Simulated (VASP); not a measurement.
Mg5CdSe6, 12 atoms in the cell. Symmetry: P3m1, No. 156, trigonal system. Conventional cell: a = 4.265 Å, b = 4.265 Å, c = 20.866 Å, α = 90.00°, β = 90.00°, γ = 120.00°. Mg (site symmetry 3m) has 4 Se at 2.60 Å within 3.4 Å. Mg (site symmetry 3m) has 4 Se at 2.60 Å within 3.4 Å. Mg (site symmetry 3m) has 4 Se at 2.60 Å within 3.4 Å. Mg (site symmetry 3m) has 4 Se at 2.59 to 2.60 Å within 3.4 Å. Within 3.4 Å of Mg (site symmetry 3m) lie 4 Se at 2.60 Å. Within 3.5 Å of Cd (site symmetry 3m) lie 4 Se at 2.65 to 2.67 Å. Se (site symmetry 3m) has 4 Mg at 2.60 Å within 3.4 Å. Within 3.4 Å of Se (site symmetry 3m) lie 4 Mg at 2.60 Å. 

| Item | Value |
| --- | --- |
| Program | VASP 6.6.1 |
| Task | relaxation of cell and atoms |
| Functional | PBE |
| Potentials or basis | VASP PAW PBE potentials, release 64 (Mg, Cd, Se) |
| Cutoff | 600 eV |
| k mesh | 6 × 6 × 2 |
| Occupations | gaussian, width 0.02 eV |
| Spin | no spin polarisation |
| Dipole correction | no |
| Further INCAR settings | ALGO = Normal; EDIFF = 1e-07; IBRION = 2; EDIFFG = -0.01; NSW = 100; ISIF = 3 |

Potentials or basis: VASP PAW PBE potentials, release 64 (Mg, Cd, Se).

Run with:

```console
$ cat potpaw_PBE.64/Mg/POTCAR potpaw_PBE.64/Cd/POTCAR potpaw_PBE.64/Se/POTCAR > POTCAR
$ mpirun -np 1 vasp_std > vasp.out
```

Hardware: 1 thread of Intel(R) Xeon(R) 6975P-C (Granite Rapids), on a shared host.

Question: How long does it take, and how much memory?

Answer: Run time: 6.8 min on 1 thread of Intel(R) Xeon(R) 6975P-C (Granite Rapids), on a shared host, peak memory 0.66 GiB. Counts: scf iterations 41, k points 14, ion steps 5.
